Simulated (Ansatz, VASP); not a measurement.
**Ti: VASP beside Ansatz**

POSCAR

```
Ti
1.0
    4.6069401807      0.0000000000      0.0000000000
   -2.3034700903      3.9897272302      0.0000000000
    0.0000000000      0.0000000000      4.1806687088
Ti
4
Direct
    0.0000000000      0.0000000000      0.2500000000
    0.0000000000      0.0000000000      0.7500000000
    0.3333333333      0.6666666667      0.7500000000
    0.6666666667      0.3333333333      0.2500000000
```

INCAR.step1

```
ALGO = Normal ; EDIFF = 1E-4
ENCUT = 600 ; GGA = PE
ISMEAR = 0 ; LASPH = T
LCHARG = F ; LREAL = F
LWAVE = T ; NELM = 100
PREC = Accurate ; SIGMA = 0.1
```

INCAR.step2

```
ALGO = Normal ; EDIFF = 1E-6
EDIFFG = -0.04 ; ENCUT = 600
IBRION = 2 ; ISIF = 3
ISMEAR = 0 ; ISTART = 1
LASPH = T ; LCHARG = F
LMIXTAU = T ; LREAL = F
LWAVE = F ; METAGGA = R2SCAN
NELM = 100 ; NSW = 90
PREC = Accurate ; SIGMA = 0.1
```

File KPOINTS:

```
k-points
0
Gamma
  6 6 4
```

Input for Ansatz:

```yaml
crystal:
  lattice:
    - [4.6069401807, 0.0, 0.0]
    - [-2.3034700903, 3.9897272302, 0.0]
    - [0.0, 0.0, 4.1806687088]
  atoms:
    - { symbol: Ti, position: [0.0, 0.0, 0.25] }
    - { symbol: Ti, position: [0.0, 0.0, 0.75] }
    - { symbol: Ti, position: [0.3333333333, 0.6666666667, 0.75] }
    - { symbol: Ti, position: [0.6666666667, 0.3333333333, 0.25] }
basis:
  ecutwfc: 500
kpoints:
  mp_grid: { grid: [6, 6, 4] }
hamiltonian:
  xc: r2scan
scf:
  occupations: { method: gaussian, width: 0.1 }
  lower_state_search: "off"
output:
  forces: true
  stress: true
  eigenvalues: true
relax:
  adjacent_minimum: "off"
  f_tol: 0.04
  max_steps: 70
  cell: { stress_tol: 0.4 }
```

Alike in both runs: task relaxation of cell and atoms; functional r2SCAN; k mesh 6 × 6 × 4; occupations gaussian, width 0.1 eV; no spin polarisation.

```csv
,VASP,Ansatz
version,VASP 6.6.1,Ansatz 0.2.0
potentials or method,"VASP PAW PBE potentials, release 64 (Ti_sv), cutoff 600 eV","scalar-relativistic, plane waves, PAW"
valence electrons in the cell,48,48
```

|  | VASP | Ansatz | Ansatz less VASP |
| --- | --- | --- | --- |
| gap on the k mesh at the Fermi level, each at its own relaxed structure (eV) | none | none | - |
| relaxed volume (Å³/atom) | 19.62 | 19.43 | -0.191 |
| relaxed cell length with the largest relative difference (Å) | 4.316 | 4.296 | -0.0200 |

VASP's potentials were made for PBE, not for r2SCAN. A gap of «none» marks a metal or a gap that the smearing closes.

The k mesh is coarse, so the values compare programs but aren't converged.
